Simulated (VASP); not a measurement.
# Al (Im-3m) in VASP: notebook, part 2 of 2

VASP 6.6.1. The steps go on from the part before.

## Step 3: Single point, PBE (volume scaled by 0.96)

Contents of INCAR:

```
SYSTEM = Al
ALGO = Fast
EDIFF = 1E-6
ENCUT = 520
GGA = PE
ISIF = 2
ISMEAR = -1
LASPH = .True.
LCHARG = .False.
LREAL = .False.
LWAVE = .False.
NBANDS = 8
NELM = 60
PREC = Accurate
SIGMA = 0.05
```

Contents of KPOINTS:

```
k-points
0
Gamma
  12 12 12
  0 0 0
```

Contents of POSCAR:

```
Al
1.0
   -1.5697130985      1.5697130985      1.5697130985
    1.5697130985     -1.5697130985      1.5697130985
    1.5697130985      1.5697130985     -1.5697130985
Al
1
Direct
    0.0000000000      0.0000000000      0.0000000000
```

Potentials or basis: VASP PAW PBE potentials, release 64 (Al).

Run with:

```
$ cat potpaw_PBE.64/Al/POTCAR > POTCAR
$ mpirun -np 1 vasp_std > vasp.out
```

OUTCAR:

```text
SYSTEM = Al
   EDIFF = 1E-6
   ENCUT = 520
   GGA = PE
   ISIF = 2
   ISMEAR = -1
   LASPH = .True.
   LREAL = .False.
   NELM = 60
   PREC = Accurate

 ion  position               nearest neighbor table
   1  0.000  0.000  0.000-

  LATTYP: Found a body centered cubic cell.
 ALAT       =     3.1394261970

  Lattice vectors:

 A1 = (  -1.5697130985,   1.5697130985,   1.5697130985)
 A2 = (   1.5697130985,  -1.5697130985,   1.5697130985)
 A3 = (   1.5697130985,   1.5697130985,  -1.5697130985)

Analysis of symmetry for initial positions (statically):
=====================================================================
 Subroutine PRICEL returns:
 Original cell was already a primitive cell.

 Routine SETGRP: Setting up the symmetry group for a
 body centered cubic supercell.

 Subroutine GETGRP returns: Found 48 space group operations
[... 9 lines left out ...]

 Routine SETGRP: Setting up the symmetry group for a
 body centered cubic supercell.

 Subroutine GETGRP returns: Found 48 space group operations
[... 11 lines left out ...]
                                     Primitive cell

  volume of cell :      15.4711

  direct lattice vectors                    reciprocal lattice vectors
    -1.569713099  1.569713099  1.569713099     0.000000000  0.318529546  0.318529546
     1.569713099 -1.569713099  1.569713099     0.318529546  0.000000000  0.318529546
     1.569713099  1.569713099 -1.569713099     0.318529546  0.318529546  0.000000000

  length of vectors
     2.718822840  2.718822840  2.718822840     0.450468803  0.450468803  0.450468803

  position of ions in fractional coordinates (direct lattice)
     0.000000000  0.000000000  0.000000000

  ion indices of the primitive-cell ions
   primitive index   ion index
                 1           1

----------------------------------------------------------------------------------------

 KPOINTS: k-points

[... 80 lines left out ...]
   EMIN   =  10.00;   EMAX   =-10.00  energy-range for DOS
   EFERMI =   0.00;   METHOD = LEGACY
   ISMEAR =    -1;   SIGMA  =   0.05  broadening in eV -4-tet -1-fermi 0-gaus
   EFERMI_NEDOS =   21; number of points for ismear=-14 and -15
   IALGO  =     68    algorithm
   IMIX   =      4    mixing-type and parameters
     AMIX     =   0.40;   BMIX     =  1.00
     AMIX_MAG =   1.60;   BMIX_MAG =  1.00
  volume/ion in A,a.u.               =      15.47       104.40
  Fermi-wavevector in a.u.,A,eV,Ry     =   0.947563  1.790635 12.216351  0.897877
  Thomas-Fermi vector in A             =   2.075669
   LORBIT       =      0    0 simple, 1 ext, 2 COOP (PROOUT), +10 PAW based schemes
   GGA     = PE    functional components
   LHFCALC =     F    Hartree Fock is set to
   AEXX    =    0.0000 exact exchange contribution
   IVDW    =     0    specifies the selected vdW correction
   LEPSILON=     F    determine dielectric tensor
   LRPA    =     F    only Hartree local field effects (RPA)
 non-spin polarized calculation
 RMM-DIIS sequential band-by-band and
  energy-cutoff  :      520.00
  volume of cell :       15.47
 maximum number of plane-waves:       430
   NGX = 11   NGY = 11   NGZ = 11

 number of electron       3.0000000 magnetization

 Free energy of the ion-electron system (eV)
  ---------------------------------------------------
  ext. energy  EPLUGINS =         0.00000000
  ---------------------------------------------------
  free energy    TOTEN  =        -3.61495998 eV

  energy without entropy =       -3.61071761  energy(sigma->0) =       -3.61283879

 E-fermi :   8.6920     XC(G=0): -10.4370

 val. band max:        8.5801072496   @ k =   0.3333   0.0833   0.0000
 cond. band min:       8.7313744201   @ k =   0.3333   0.2500   0.0833
 fundamental gap:      0.1512671705
 Fermi energy:         8.6919508234

 k-point     1 :       0.0000    0.0000    0.0000
  band No.  band energies     occupation
      1      -2.8936      2.00000
      2      22.3613      0.00000
      3      22.3613      0.00000
      4      22.3613      0.00000
      5      24.3715      0.00000
      6      24.3715      0.00000
      7      24.3715      0.00000
      8      25.5211      0.00000
[... 243 lines left out ...]
 k-point    24 :       0.4167    0.0833    0.0833
  band No.  band energies     occupation
      1       4.5127      2.00000
      2       5.1618      2.00000
      3      13.7444      0.00000
      4      14.6765      0.00000
      5      23.2022      0.00000
      6      23.8548      0.00000
      7      30.3904      0.00000
      8      31.8887      0.00000

 [... further k-points ...]
[... 5 lines left out ...]
  --------------------------------------------------------------------------------------
  -------------------------------------------------------------------------------------
  Total        0.7263326      0.7263326      0.7263326     -0.0000000     -0.0000000      0.0000000
  in kB       75.2186054     75.2186054     75.2186054     -0.0000000     -0.0000000      0.0000000
  external PRESSURE =      75.2186054 kB  Pullay stress =       0.0000000 kB

 VOLUME and BASIS-vectors are now :
 -----------------------------------------------------------------------------
  energy-cutoff  :      520.00
  volume of cell :       15.47
      direct lattice vectors                 reciprocal lattice vectors
    -1.569713099  1.569713099  1.569713099     0.000000000  0.318529546  0.318529546
     1.569713099 -1.569713099  1.569713099     0.318529546  0.000000000  0.318529546
     1.569713099  1.569713099 -1.569713099     0.318529546  0.318529546  0.000000000

 POSITION                                       TOTAL-FORCE (eV/Angst)
 -----------------------------------------------------------------------------------
      0.00000      0.00000      0.00000         0.000000      0.000000     -0.000000
 -----------------------------------------------------------------------------------
    total drift:                                0.000000      0.000000     -0.000000

  FREE ENERGIE OF THE ION-ELECTRON SYSTEM (eV)
  ---------------------------------------------------
  free  energy   TOTEN  =        -3.6149599750 eV

  energy  without entropy=       -3.6107176117  energy(sigma->0) =       -3.61283879
```

OSZICAR:

```text
N       E                     dE             d eps       ncg     rms          rms(c)
DAV:   1    -0.223831561029E+01   -0.22383E+01   -0.85830E+02  1152   0.205E+02
DAV:   2    -0.363437973175E+01   -0.13961E+01   -0.13697E+01  1632   0.193E+01
DAV:   3    -0.364139327485E+01   -0.70135E-02   -0.70126E-02  1424   0.154E+00
DAV:   4    -0.364141786049E+01   -0.24586E-04   -0.24586E-04  1752   0.827E-02
DAV:   5    -0.364141795961E+01   -0.99118E-07   -0.99811E-07  1360   0.341E-03    0.137E+00
RMM:   6    -0.362580030154E+01    0.15618E-01   -0.11088E-03  1152   0.181E-01    0.794E-01
RMM:   7    -0.361493922076E+01    0.10861E-01   -0.35740E-03  1365   0.311E-01    0.124E-01
RMM:   8    -0.361495662186E+01   -0.17401E-04   -0.18560E-04  1260   0.848E-02    0.204E-02
RMM:   9    -0.361495918809E+01   -0.25662E-05   -0.24178E-05  1282   0.305E-02    0.140E-02
RMM:  10    -0.361495997505E+01   -0.78695E-06   -0.43814E-06  1294   0.132E-02
   1 F= -.36149600E+01 E0= -.36128388E+01  d E =-.424236E-02
```

stdout:

```text
POSCAR found type information on POSCAR Al
 POSCAR found :  1 types and       1 ions
 scaLAPACK will be used
 LDA part: xc-table for (Slater+PW92), standard interpolation
 POSCAR, INCAR and KPOINTS ok, starting setup
 FFT: planning ... GRIDC
 FFT: planning ... GRID_SOFT
 FFT: planning ... GRID
 WAVECAR not read
 entering main loop
```

Run time: 2.6 s. Hardware: 1 thread of Intel Xeon 6975P-C (Granite Rapids), shared host; peak memory 0.12 GiB.

Results:

```
Free energy : -3.6150 eV
Pressure    : 7.5 GPa
```

Caveat: the cell differs from its parent crystal (volume scaled by 0.96).

## Step 4: Single point, PBE

This run uses another cell than the first one, of 16.12 Å³/atom, 1.064 times its volume.

Contents of INCAR:

```
ALGO = Fast
EDIFF = 1E-7
ENCUT = 520
GGA = PE
ISIF = 2
ISMEAR = -1
LASPH = T
LCHARG = F
LREAL = F
LWAVE = F
NBANDS = 8
NELM = 100
PREC = Accurate
SIGMA = 0.05
```

Contents of KPOINTS:

```
k-points
0
Gamma
  12 12 12
```

Contents of POSCAR:

```
Al
1.0
   -1.5912186900      1.5912186900      1.5912186900
    1.5912186900     -1.5912186900      1.5912186900
    1.5912186900      1.5912186900     -1.5912186900
Al
1
Direct
    0.0000000000      0.0000000000      0.0000000000
```

Potentials or basis: VASP PAW PBE potentials, release 64 (Al).

Run with:

```
$ cat potpaw_PBE.64/Al/POTCAR > POTCAR
$ mpirun -np 1 vasp_std > vasp.out
```

OUTCAR:

```text
EDIFF = 1E-7
   ENCUT = 520
   GGA = PE
   ISIF = 2
   ISMEAR = -1
   LASPH = T
   LREAL = F
   NELM = 100
   PREC = Accurate

 ion  position               nearest neighbor table
   1  0.000  0.000  0.000-

  LATTYP: Found a body centered cubic cell.
 ALAT       =     3.1824373800

  Lattice vectors:

 A1 = (  -1.5912186900,   1.5912186900,   1.5912186900)
 A2 = (   1.5912186900,  -1.5912186900,   1.5912186900)
 A3 = (   1.5912186900,   1.5912186900,  -1.5912186900)

Analysis of symmetry for initial positions (statically):
=====================================================================
 Subroutine PRICEL returns:
 Original cell was already a primitive cell.

 Routine SETGRP: Setting up the symmetry group for a
 body centered cubic supercell.

 Subroutine GETGRP returns: Found 48 space group operations
[... 9 lines left out ...]

 Routine SETGRP: Setting up the symmetry group for a
 body centered cubic supercell.

 Subroutine GETGRP returns: Found 48 space group operations
[... 11 lines left out ...]
                                     Primitive cell

[... 130 lines left out ...]
  ext. energy  EPLUGINS =         0.00000000
  ---------------------------------------------------
  free energy    TOTEN  =        -3.63751438 eV

  energy without entropy =       -3.63339814  energy(sigma->0) =       -3.63545626

 E-fermi :   8.2352     XC(G=0): -10.2867

 val. band max:        8.1895815123   @ k =  -0.4167  -0.4167   0.2500
 cond. band min:       8.2508820332   @ k =   0.3333   0.2500   0.0833
 fundamental gap:      0.0613005209
 Fermi energy:         8.2351733913

 k-point     1 :       0.0000    0.0000    0.0000
  band No.  band energies     occupation
      1      -3.0451      2.00000
      2      21.6648      0.00000
      3      21.6648      0.00000
      4      21.6648      0.00000
      5      23.3046      0.00000
      6      23.3046      0.00000
      7      23.3046      0.00000
      8      24.7547      0.00000
[... 243 lines left out ...]
 k-point    24 :       0.4167    0.0833    0.0833
  band No.  band energies     occupation
      1       4.2182      2.00000
      2       4.7598      2.00000
      3      13.2367      0.00000
      4      13.9736      0.00000
      5      22.4067      0.00000
      6      22.9841      0.00000
      7      29.4664      0.00000
      8      30.8180      0.00000

 [... further k-points ...]
[... 5 lines left out ...]
  --------------------------------------------------------------------------------------
  -------------------------------------------------------------------------------------
  Total        0.3817599      0.3817599      0.3817599     -0.0000000      0.0000000      0.0000000
  in kB       37.9534572     37.9534572     37.9534572     -0.0000000      0.0000000      0.0000000
  external PRESSURE =      37.9534572 kB  Pullay stress =       0.0000000 kB

 VOLUME and BASIS-vectors are now :
 -----------------------------------------------------------------------------
  energy-cutoff  :      520.00
  volume of cell :       16.12
      direct lattice vectors                 reciprocal lattice vectors
    -1.591218690  1.591218690  1.591218690     0.000000000  0.314224565  0.314224565
     1.591218690 -1.591218690  1.591218690     0.314224565  0.000000000  0.314224565
     1.591218690  1.591218690 -1.591218690     0.314224565  0.314224565  0.000000000

 POSITION                                       TOTAL-FORCE (eV/Angst)
 -----------------------------------------------------------------------------------
      0.00000      0.00000      0.00000        -0.000000      0.000000     -0.000000
 -----------------------------------------------------------------------------------
    total drift:                                0.000000      0.000000     -0.000000

  FREE ENERGIE OF THE ION-ELECTRON SYSTEM (eV)
  ---------------------------------------------------
  free  energy   TOTEN  =        -3.6375143793 eV

  energy  without entropy=       -3.6333981389  energy(sigma->0) =       -3.63545626
```

stdout:

```text
POSCAR found type information on POSCAR Al
 POSCAR found :  1 types and       1 ions
 scaLAPACK will be used
 LDA part: xc-table for (Slater+PW92), standard interpolation
 POSCAR, INCAR and KPOINTS ok, starting setup
 FFT: planning ... GRIDC
 FFT: planning ... GRID_SOFT
 FFT: planning ... GRID
 WAVECAR not read
 entering main loop
```

It took 3.4 s on 1 thread of Intel Xeon 6975P-C (Granite Rapids), shared host; peak memory 0.12 GiB.

Results:

```
Free energy : -3.6375 eV
Pressure    : 3.8 GPa
```

Levels at points of the mesh, in eV from the Fermi level:
| k point | band 1 | band 2 | band 3 | band 4 |
| --- | --- | --- | --- | --- |
| (0.00, 0.00, 0.00) | -11.28 | 13.43 | 13.43 | 13.43 |
| (0.50, 0.00, 0.00) | -4.39 | -3.87 | 8.34 | 8.36 |
| (0.50, 0.50, 0.50) | 1.92 | 1.92 | 1.92 | 2.97 |

## Step 5: Single point, PBE (volume scaled by 0.98)

Contents of INCAR:

```
SYSTEM = Al
ALGO = Normal
EDIFF = 1E-6
ENCUT = 520
GGA = PE
ISIF = 2
ISMEAR = -1
LASPH = .True.
LCHARG = .False.
LREAL = .False.
LWAVE = .False.
NBANDS = 8
NELM = 100
PREC = Accurate
SIGMA = 0.05
```

Contents of KPOINTS:

```
k-points
0
Gamma
  12 12 12
  0 0 0
```

Contents of POSCAR:

```
Al
1.0
   -1.5805390481      1.5805390481      1.5805390481
    1.5805390481     -1.5805390481      1.5805390481
    1.5805390481      1.5805390481     -1.5805390481
Al
1
Direct
    0.0000000000      0.0000000000      0.0000000000
```

Potentials or basis: VASP PAW PBE potentials, release 64 (Al).

Run with:

```
$ cat potpaw_PBE.64/Al/POTCAR > POTCAR
$ mpirun -np 1 vasp_std > vasp.out
```

OUTCAR:

```text
SYSTEM = Al
   EDIFF = 1E-6
   ENCUT = 520
   GGA = PE
   ISIF = 2
   ISMEAR = -1
   LASPH = .True.
   LREAL = .False.
   NELM = 100
   PREC = Accurate

 ion  position               nearest neighbor table
   1  0.000  0.000  0.000-

  LATTYP: Found a body centered cubic cell.
 ALAT       =     3.1610780962

  Lattice vectors:

 A1 = (  -1.5805390481,   1.5805390481,   1.5805390481)
 A2 = (   1.5805390481,  -1.5805390481,   1.5805390481)
 A3 = (   1.5805390481,   1.5805390481,  -1.5805390481)

Analysis of symmetry for initial positions (statically):
=====================================================================
 Subroutine PRICEL returns:
 Original cell was already a primitive cell.

 Routine SETGRP: Setting up the symmetry group for a
 body centered cubic supercell.

 Subroutine GETGRP returns: Found 48 space group operations
 (whereof 48 operations were pure point group operations)
 out of a pool of 48 trial point group operations.

The static configuration has the point symmetry O_h .

Analysis of symmetry for dynamics (positions and initial velocities):
=====================================================================
 Subroutine PRICEL returns:
 Original cell was already a primitive cell.

 Routine SETGRP: Setting up the symmetry group for a
 body centered cubic supercell.

 Subroutine GETGRP returns: Found 48 space group operations
 (whereof 48 operations were pure point group operations)
 out of a pool of 48 trial point group operations.

The dynamic configuration has the point symmetry O_h .

 Subroutine INISYM returns: Found 48 space group operations
 (whereof 48 operations are pure point group operations),
 and found     1 'primitive' translations

----------------------------------------------------------------------------------------

[... 109 lines left out ...]
     AMIX     =   0.40;   BMIX     =  1.00
     AMIX_MAG =   1.60;   BMIX_MAG =  1.00
  volume/ion in A,a.u.               =      15.79       106.58
  Fermi-wavevector in a.u.,A,eV,Ry     =   0.941073  1.778370 12.049572  0.885619
  Thomas-Fermi vector in A             =   2.068548
   LORBIT       =      0    0 simple, 1 ext, 2 COOP (PROOUT), +10 PAW based schemes
   GGA     = PE    functional components
   LHFCALC =     F    Hartree Fock is set to
   AEXX    =    0.0000 exact exchange contribution
   IVDW    =     0    specifies the selected vdW correction
   LEPSILON=     F    determine dielectric tensor
   LRPA    =     F    only Hartree local field effects (RPA)
 non-spin polarized calculation
  energy-cutoff  :      520.00
  volume of cell :       15.79
 maximum number of plane-waves:       436
   NGX = 11   NGY = 11   NGZ = 11

 number of electron       3.0000000 magnetization

 Free energy of the ion-electron system (eV)
  ---------------------------------------------------
  ext. energy  EPLUGINS =         0.00000000
  ---------------------------------------------------
  free energy    TOTEN  =        -3.62809907 eV

  energy without entropy =       -3.62388897  energy(sigma->0) =       -3.62599402

 E-fermi :   8.4600     XC(G=0): -10.3608

 val. band max:        8.4590935090   @ k =  -0.4167  -0.4167   0.2500
 cond. band min:       8.4863080324   @ k =   0.3333   0.2500   0.0833
 fundamental gap:      0.0272145234
 Fermi energy:         8.4600034467

 k-point     1 :       0.0000    0.0000    0.0000
  band No.  band energies     occupation
      1      -2.9712      2.00000
      2      22.0070      0.00000
      3      22.0070      0.00000
      4      22.0070      0.00000
      5      23.8274      0.00000
      6      23.8274      0.00000
      7      23.8274      0.00000
      8      25.1314      0.00000
[... 243 lines left out ...]
 k-point    24 :       0.4167    0.0833    0.0833
  band No.  band energies     occupation
      1       4.3623      2.00000
      2       4.9572      2.00000
      3      13.4862      0.00000
      4      14.3178      0.00000
      5      22.7976      0.00000
      6      23.4116      0.00000
      7      29.9205      0.00000
      8      31.3434      0.00000

 [... further k-points ...]

------------------------ aborting loop because EDIFF is reached ----------------------------------------

  FORCE on cell =-STRESS in cart. coord.  units (eV):
  Direction    XX          YY          ZZ          XY          YZ          ZX
  --------------------------------------------------------------------------------------
  -------------------------------------------------------------------------------------
  Total        0.5490923      0.5490923      0.5490923      0.0000000      0.0000000      0.0000000
  in kB       55.7032129     55.7032129     55.7032129      0.0000000      0.0000000      0.0000000
  external PRESSURE =      55.7032129 kB  Pullay stress =       0.0000000 kB

 VOLUME and BASIS-vectors are now :
 -----------------------------------------------------------------------------
  energy-cutoff  :      520.00
  volume of cell :       15.79
      direct lattice vectors                 reciprocal lattice vectors
    -1.580539048  1.580539048  1.580539048     0.000000000  0.316347768  0.316347768
     1.580539048 -1.580539048  1.580539048     0.316347768  0.000000000  0.316347768
     1.580539048  1.580539048 -1.580539048     0.316347768  0.316347768  0.000000000

 POSITION                                       TOTAL-FORCE (eV/Angst)
 -----------------------------------------------------------------------------------
      0.00000      0.00000      0.00000         0.000000      0.000000      0.000000
 -----------------------------------------------------------------------------------
    total drift:                                0.000000      0.000000      0.000000

  FREE ENERGIE OF THE ION-ELECTRON SYSTEM (eV)
  ---------------------------------------------------
  free  energy   TOTEN  =        -3.6280990687 eV

  energy  without entropy=       -3.6238889735  energy(sigma->0) =       -3.62599402
```

It took 2.5 s on 1 thread of Intel Xeon 6975P-C (Granite Rapids), shared host; peak memory 0.12 GiB.

Results:

| Quantity | Value |
| --- | --- |
| Free energy | -3.6281 eV |
| Pressure | 5.6 GPa |

Levels at points of the mesh, in eV from the Fermi level:
```csv
k point,band 1,band 2,band 3,band 4,band 5
"(0.00, 0.00, 0.00)",-11.43,13.55,13.55,13.55,15.37
"(0.50, 0.00, 0.00)",-4.48,-3.90,8.38,8.51,10.30
"(0.50, 0.50, 0.50)",1.95,1.95,1.95,2.93,2.93
```

Caveat: the cell differs from its parent crystal (volume scaled by 0.98).

## Step 6: The runs side by side

```tsv
cell	gap on the mesh (eV)	pressure (GPa)
a = 2.700 Å, angles 109.5°, 1 atom	none	9.7
a = 2.719 Å, angles 109.5°, 1 atom	none	7.5
a = 2.756 Å, angles 109.5°, 1 atom	none	3.8
a = 2.738 Å, angles 109.5°, 1 atom	none	5.6
```

Alike in all rows: task single point; level PBE; potentials or basis VASP PAW PBE potentials, release 64 (Al); no spin polarisation; k mesh 12 × 12 × 12; cutoff (eV) 520; smearing fermi-dirac 0.05 eV.

Absolute energies hang on the potentials; compare differences alone.
